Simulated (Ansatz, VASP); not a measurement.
# Sb3Se in VASP and in Ansatz

```
Sb Se
1.0
     6.64810    0.00000    0.00000
    -3.32405    5.75742    0.00000
     0.00000    0.00000    5.40275
Sb Se
6 2
Direct
  0.32141 0.16071 0.75000
  0.83929 0.16071 0.75000
  0.83929 0.67859 0.75000
  0.67859 0.83929 0.25000
  0.16071 0.83929 0.25000
  0.16071 0.32141 0.25000
  0.66667 0.33333 0.25000
  0.33333 0.66667 0.75000
```

Change from the starting cell: species swapped into the DyY3 type (P6_3/mmc, No. 194).

Alike in both runs: functional PBE; k mesh 3 × 3 × 4; occupations gaussian, width 0.1 eV; no spin polarisation.

Ansatz relaxed the structure, and its values are those at the end. VASP's run is a single point on that final structure, the one shown.

|  | VASP | Ansatz |
| --- | --- | --- |
| version | VASP 6.6.1 | Ansatz 0.2.0 |
| potentials or method | VASP PAW PBE potentials, release 64 (Sb, Se), cutoff 520 eV | scalar-relativistic, plane waves, PAW |
| valence electrons in the cell | 42 | 122 |

Ansatz gave:

| Quantity | Value |
| --- | --- |
| gap on the k mesh at the Fermi level (eV) | none |
| pressure (GPa) | -0.1 |
| rms of the force components (eV/Å) | 0.005 |

**Question.** What did VASP give for the same quantities?

**Answer.** gap on the k mesh at the Fermi level (eV): none; pressure (GPa): -0.2; rms of the force components (eV/Å): 0.001.

A gap of «none» marks a metal or a gap that the smearing closes. VASP's potentials hold 42 valence electrons a cell and Ansatz's 122, so a difference there can come from the potentials and not from the codes.

The k mesh is coarse, so the values compare programs but aren't converged. Neither program's run includes spin-orbit coupling.
